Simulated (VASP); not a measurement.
## Al: single point with PBE

Al:

```
Al
1.0
     0.00000    2.00032    2.00032
     2.00032    0.00000    2.00032
     2.00032    2.00032    0.00000
Al
1
Cartesian
  0.0000 0.0000 0.0000
```

* Program: VASP 6.6.1
* Task: single point
* Functional: PBE
* Potentials or basis: VASP PAW PBE potentials, release 64 (Al)
* Cutoff: 520 eV
* k mesh: 18 × 18 × 18
* Occupations: gaussian, width 0.1 eV
* Spin: no spin polarisation

```
Pressure : 2.4 GPa
```

Levels at points of the mesh, in eV from the Fermi level:
| k point | band 1 | band 2 | band 3 | band 4 |
| --- | --- | --- | --- | --- |
| (0.00, 0.00, 0.00) | -11.34 | 12.79 | 12.79 | 12.79 |
| (0.50, 0.00, 0.00) | -4.71 | -4.42 | 11.61 | 11.61 |
| (0.50, 0.50, 0.00) | -2.99 | -1.60 | 5.27 | 5.74 |

It took 14 s on 1 thread of AMD EPYC 9R45 (Zen 5), on a shared host, peak memory 0.11 GiB.
